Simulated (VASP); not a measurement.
# AlPtC4N4 (P-43m) in VASP: a series of runs

Runs on AlPtC4N4. Level: PBE. Tasks: single point.

Everything below comes from runs of VASP 6.6.1. Logs are shortened: lines on timing, memory, paths and dates and some standing lists are left out, and cuts for length are marked.

**1. The cell of the first run**

The structure is cubic, space group P-43m (No. 215). Conventional cell: a = 5.834 Å, b = 5.834 Å, c = 5.834 Å, α = 90.00°, β = 90.00°, γ = 90.00°. Al (site symmetry -43m) has 4 C at 1.88 Å within 2.5 Å. Within 2.7 Å of Pt (site symmetry -43m) lie 4 N at 2.01 Å. C (site symmetry 3m) has 1 N at 1.17 Å within 1.6 Å. N (site symmetry 3m) has 1 C at 1.17 Å within 1.6 Å.

**2. Single point, PBE, collinear spin**

The input, INCAR:

```
PREC = Accurate ; ENCUT = 520
EDIFF = 1E-7 ; ISMEAR = 0
SIGMA = 0.1 ; LREAL = False
LASPH = True ; NELM = 150
ALGO = Normal ; ISIF = 2
LWAVE = False ; LCHARG = False
ISPIN = 2 ; MAGMOM = 0 1 0 0 0 0 0 0 0 0
LORBIT = 11 ; LMAXMIX = 4
GGA = PE ; NBANDS = 40
```

The input, KPOINTS:

```
Automatic mesh
0
Gamma
  4 4 4
```

The input, POSCAR:

```
AlPtC4N4
1.0
    5.8341244700      0.0000000000      0.0000000000
    0.0000000000      5.8341244700      0.0000000000
    0.0000000000      0.0000000000      5.8341244700
Al Pt C N
1 1 4 4
Direct
    0.0000000000      0.0000000000      0.0000000000
    0.5000000000      0.5000000000      0.5000000000
    0.1855517100      0.1855517100      0.1855517100
    0.1855517100      0.8144482900      0.8144482900
    0.8144482900      0.1855517100      0.8144482900
    0.8144482900      0.8144482900      0.1855517100
    0.3013359700      0.3013359700      0.3013359700
    0.3013359700      0.6986640300      0.6986640300
    0.6986640300      0.3013359700      0.6986640300
    0.6986640300      0.6986640300      0.3013359700
```

Potentials or basis: VASP PAW PBE potentials, release 64 (Al, Pt, C, N).

The run is started by

```
> cat potpaw_PBE.64/Al/POTCAR potpaw_PBE.64/Pt/POTCAR potpaw_PBE.64/C/POTCAR potpaw_PBE.64/N/POTCAR > POTCAR
> mpirun -np 1 vasp_std > vasp.out
```

OUTCAR:

```text
PREC = Accurate
   ENCUT = 520
   EDIFF = 1E-7
   ISMEAR = 0
   LREAL = False
   LASPH = True
   NELM = 150
   ISIF = 2
   ISPIN = 2
   LORBIT = 11
   GGA = PE

 ion  position               nearest neighbor table
   1  0.000  0.000  0.000-   3 1.88   4 1.88   5 1.88   6 1.88
   2  0.500  0.500  0.500-   7 2.01   8 2.01   9 2.01  10 2.01
   3  0.186  0.186  0.186-   7 1.17   1 1.88
   4  0.186  0.814  0.814-   8 1.17   1 1.88
   5  0.814  0.186  0.814-   9 1.17   1 1.88
   6  0.814  0.814  0.186-  10 1.17   1 1.88
   7  0.301  0.301  0.301-   3 1.17   2 2.01
   8  0.301  0.699  0.699-   4 1.17   2 2.01
   9  0.699  0.301  0.699-   5 1.17   2 2.01
  10  0.699  0.699  0.301-   6 1.17   2 2.01

  LATTYP: Found a simple cubic cell.
 ALAT       =     5.8341244700

  Lattice vectors:

 A1 = (   5.8341244700,   0.0000000000,   0.0000000000)
 A2 = (   0.0000000000,   5.8341244700,   0.0000000000)
 A3 = (   0.0000000000,   0.0000000000,   5.8341244700)

Analysis of symmetry for initial positions (statically):
=====================================================================
 Subroutine PRICEL returns:
 Original cell was already a primitive cell.

 Routine SETGRP: Setting up the symmetry group for a
 simple cubic supercell.

 Subroutine GETGRP returns: Found 24 space group operations
 (whereof 24 operations were pure point group operations)
 out of a pool of 48 trial point group operations.

The static configuration has the point symmetry T_d .

Analysis of symmetry for dynamics (positions and initial velocities):
=====================================================================
 Subroutine PRICEL returns:
 Original cell was already a primitive cell.

 Routine SETGRP: Setting up the symmetry group for a
 simple cubic supercell.

 Subroutine GETGRP returns: Found 24 space group operations
 (whereof 24 operations were pure point group operations)
 out of a pool of 48 trial point group operations.

The dynamic configuration has the point symmetry T_d .

Analysis of structural, dynamic, and magnetic symmetry:
=====================================================================
 Subroutine PRICEL returns:
 Original cell was already a primitive cell.
[... 152 lines left out ...]
  ext. energy  EPLUGINS =         0.00000000
  ---------------------------------------------------
  free energy    TOTEN  =       -74.63216413 eV

  energy without entropy =      -74.58270406  energy(sigma->0) =      -74.60743409

 E-fermi :   0.0901     XC(G=0):  -7.3567

 val. band max:        0.0851256372   @ k =   0.5000   0.5000   0.2500
 cond. band min:       0.1056573756   @ k =   0.5000   0.2500   0.0000
 fundamental gap:      0.0205317384
 Fermi energy:         0.0901133080

 spin component 1

 k-point     1 :       0.0000    0.0000    0.0000
  band No.  band energies     occupation
      1     -18.2219      1.00000
      2     -18.0734      1.00000
      3     -18.0734      1.00000
      4     -18.0734      1.00000
      5      -9.6961      1.00000
      6      -8.2425      1.00000
[... 379 lines left out ...]
     35       7.0974      0.00000
     36       7.0974      0.00000
 Fermi energy:         0.0901133080

 spin component 2

 k-point     1 :       0.0000    0.0000    0.0000
  band No.  band energies     occupation
      1     -18.1715      1.00000
      2     -18.0230      1.00000
      3     -18.0230      1.00000
      4     -18.0230      1.00000
      5      -9.6418      1.00000
      6      -8.1021      1.00000
[... 379 lines left out ...]
     35       7.1408      0.00000
     36       7.1408      0.00000
 [bands above 36 left out]

------------------------ aborting loop because EDIFF is reached ----------------------------------------

  FORCE on cell =-STRESS in cart. coord.  units (eV):
  Direction    XX          YY          ZZ          XY          YZ          ZX
  --------------------------------------------------------------------------------------
  -------------------------------------------------------------------------------------
  Total        6.4774293      6.4774293      6.4774293      0.0000000      0.0000000      0.0000000
  in kB       52.2620200     52.2620200     52.2620200      0.0000000      0.0000000      0.0000000
  external PRESSURE =      52.2620200 kB  Pullay stress =       0.0000000 kB

 VOLUME and BASIS-vectors are now :
 -----------------------------------------------------------------------------
  energy-cutoff  :      520.00
  volume of cell :      198.58
      direct lattice vectors                 reciprocal lattice vectors
     5.834124470  0.000000000  0.000000000     0.171405325  0.000000000  0.000000000
     0.000000000  5.834124470  0.000000000     0.000000000  0.171405325  0.000000000
     0.000000000  0.000000000  5.834124470     0.000000000  0.000000000  0.171405325

 POSITION                                       TOTAL-FORCE (eV/Angst)
 -----------------------------------------------------------------------------------
      0.00000      0.00000      0.00000         0.000000     -0.000000     -0.000000
      2.91706      2.91706      2.91706         0.000000     -0.000000     -0.000000
      1.08253      1.08253      1.08253         0.740002      0.740002      0.740002
      1.08253      4.75159      4.75159         0.740002     -0.740002     -0.740002
      4.75159      1.08253      4.75159        -0.740002      0.740002     -0.740002
      4.75159      4.75159      1.08253        -0.740002     -0.740002      0.740002
      1.75803      1.75803      1.75803        -0.227789     -0.227789     -0.227789
      1.75803      4.07609      4.07609        -0.227789      0.227789      0.227789
      4.07609      1.75803      4.07609         0.227789     -0.227789      0.227789
      4.07609      4.07609      1.75803         0.227789      0.227789     -0.227789
 -----------------------------------------------------------------------------------
    total drift:                                0.000000      0.000000      0.000000

  FREE ENERGIE OF THE ION-ELECTRON SYSTEM (eV)
  ---------------------------------------------------
  free  energy   TOTEN  =       -74.6321641264 eV

  energy  without entropy=      -74.5827040565  energy(sigma->0) =      -74.60743409

 total charge

# of ion       s       p       d       tot
------------------------------------------
    1        0.385   0.512   0.000   0.897
    2        0.556   0.808   8.018   9.382
    3        0.958   1.708   0.000   2.666
    4        0.958   1.708   0.000   2.666
    5        0.958   1.708   0.000   2.666
    6        0.958   1.708   0.000   2.666
    7        1.297   2.558   0.000   3.855
    8        1.297   2.558   0.000   3.855
    9        1.297   2.558   0.000   3.855
   10        1.297   2.558   0.000   3.855
--------------------------------------------------
tot          9.959  18.388   8.018  36.364

 magnetization (x)

# of ion       s       p       d       tot
------------------------------------------
    1        0.000   0.000   0.000   0.000
    2        0.004   0.065   0.612   0.681
    3        0.002   0.020   0.000   0.022
    4        0.002   0.020   0.000   0.022
    5        0.002   0.020   0.000   0.022
    6        0.002   0.020   0.000   0.022
    7        0.007   0.017   0.000   0.023
    8        0.007   0.017   0.000   0.023
    9        0.007   0.017   0.000   0.023
   10        0.007   0.017   0.000   0.023
--------------------------------------------------
tot          0.041   0.211   0.612   0.864
```

Wall time 4.1 min (1 thread of Intel Xeon Platinum 8259CL at 2.50GHz (Skylake/Cascade Lake), shared host); peak memory 0.46 GiB.

Results:

```yaml
Free_energy: -74.6322 eV
Pressure: 5.2 GPa
Largest_force: 1.282 eV/Å
Band_gap_on_the_k_mesh: zero (filled and empty bands overlap)
Net_moment: 1.00 μB per cell
Site_moments: Al +0.00; Pt +0.68; C +0.02; N +0.02 μB
Valence_electrons_inside_the_program's_atomic_spheres: Al 0.90; Pt 9.38; C 2.67; N 3.85
```

Forces on the atoms (eV/Å):
```
Al   0.000  0.000  0.000
Pt   0.000  0.000  0.000
C    0.740  0.740  0.740
C    0.740 -0.740 -0.740
C   -0.740  0.740 -0.740
C   -0.740 -0.740  0.740
N   -0.228 -0.228 -0.228
N   -0.228  0.228  0.228
N    0.228 -0.228  0.228
N    0.228  0.228 -0.228
```

Caveat: the cell stands under pressure; spin-orbit coupling is left out, which moves the levels of the heavy elements; forces of over 1 eV/Å act on the atoms, so gaps and moduli don't describe the material at rest.

**3. Single point, PBE, collinear spin**

This run uses another cell than the first one, of 21.72 Å³/atom.

The input, INCAR:

```
SYSTEM = AlPtC4N4
  PREC = Accurate
  ENCUT = 520
  EDIFF = 1E-6
  ISMEAR = 0
  SIGMA = 0.1
  LREAL = .FALSE.
  LASPH = .TRUE.
  NELM = 150
  ALGO = Normal
  ISIF = 2
  LWAVE = .FALSE.
  LCHARG = .FALSE.
  ISPIN = 2
  MAGMOM = 0 1 0 0 0 0 0 0 0 0
  LORBIT = 11
  LMAXMIX = 4
  GGA = PE
  NBANDS = 40
```

The input, KPOINTS:

```
regular mesh
0
G
  4 4 4
  0 0 0
```

The input, POSCAR:

```
AlPtC4N4
1.0
    6.0112545542      0.0000000000      0.0000000000
    0.0000000000      6.0112545542      0.0000000000
    0.0000000000      0.0000000000      6.0112545542
Al Pt C N
1 1 4 4
Direct
    0.0000000000      0.0000000000      0.0000000000
    0.5000000000      0.5000000000      0.5000000000
    0.1887706070      0.1887706070      0.1887706070
    0.1887706070      0.8112293930      0.8112293930
    0.8112293930      0.1887706070      0.8112293930
    0.8112293930      0.8112293930      0.1887706070
    0.3009177548      0.3009177548      0.3009177548
    0.3009177548      0.6990822452      0.6990822452
    0.6990822452      0.3009177548      0.6990822452
    0.6990822452      0.6990822452      0.3009177548
```

Potentials or basis: VASP PAW PBE potentials, release 64 (Al, Pt, C, N).

The run is started by

```
> cat potpaw_PBE.64/Al/POTCAR potpaw_PBE.64/Pt/POTCAR potpaw_PBE.64/C/POTCAR potpaw_PBE.64/N/POTCAR > POTCAR
> mpirun -np 1 vasp_std > vasp.out
```

Run time: 3.8 min. Hardware: 1 thread of Intel Xeon Platinum 8259CL at 2.50GHz (Skylake/Cascade Lake), shared host; peak memory 0.47 GiB.

The run converged. Its results:

```
Free energy                                           : -74.9954 eV
Pressure                                              : 0.3 GPa
Largest force                                         : 0.369 eV/Å
Band gap on the k mesh                                : zero (filled and empty bands overlap)
Net moment                                            : 1.00 μB per cell
Site moments                                          : Al +0.00; Pt +0.72; C +0.02; N +0.02 μB
Valence electrons inside the program's atomic spheres : Al 0.79; Pt 9.16; C 2.64; N 3.84
```

Forces on the atoms (eV/Å):
```
Al   0.000  0.000  0.000
Pt   0.000  0.000  0.000
C   -0.212 -0.212 -0.212
C   -0.212  0.212  0.212
C    0.212 -0.212  0.212
C    0.212  0.212 -0.212
N    0.213  0.213  0.213
N    0.213 -0.213 -0.213
N   -0.213  0.213 -0.213
N   -0.213 -0.213  0.213
```

Levels at points of the mesh, in eV from the Fermi level:
Spin up:
```tsv
k point	band 22	band 23	band 24	band 25	band 26	band 27	band 28	band 29
(0.00, 0.00, 0.00)	-1.77	-0.72	-0.72	-0.72	2.85	2.85	2.85	3.50
(0.50, 0.00, 0.00)	-1.58	-0.57	-0.42	-0.42	2.59	2.59	2.97	3.13
(0.50, 0.50, 0.00)	-1.57	-0.59	-0.37	-0.37	2.69	2.69	2.96	3.22
(0.50, 0.50, 0.50)	-1.71	-0.58	-0.58	-0.58	2.99	2.99	2.99	3.58
```
Spin down:
```tsv
k point	band 22	band 23	band 24	band 25	band 26	band 27	band 28	band 29
(0.00, 0.00, 0.00)	-1.54	-0.29	-0.29	-0.29	2.97	2.97	2.97	3.55
(0.50, 0.00, 0.00)	-1.35	-0.10	0.04	0.04	2.64	2.64	3.01	3.16
(0.50, 0.50, 0.00)	-1.34	-0.12	0.11	0.11	2.71	2.71	3.01	3.26
(0.50, 0.50, 0.50)	-1.49	-0.12	-0.12	-0.12	3.07	3.07	3.07	3.63
```

Caveat: spin-orbit coupling is left out, which moves the levels of the heavy elements.

The gap in the log of VASP goes by the Fermi energy; the results here count the filled bands.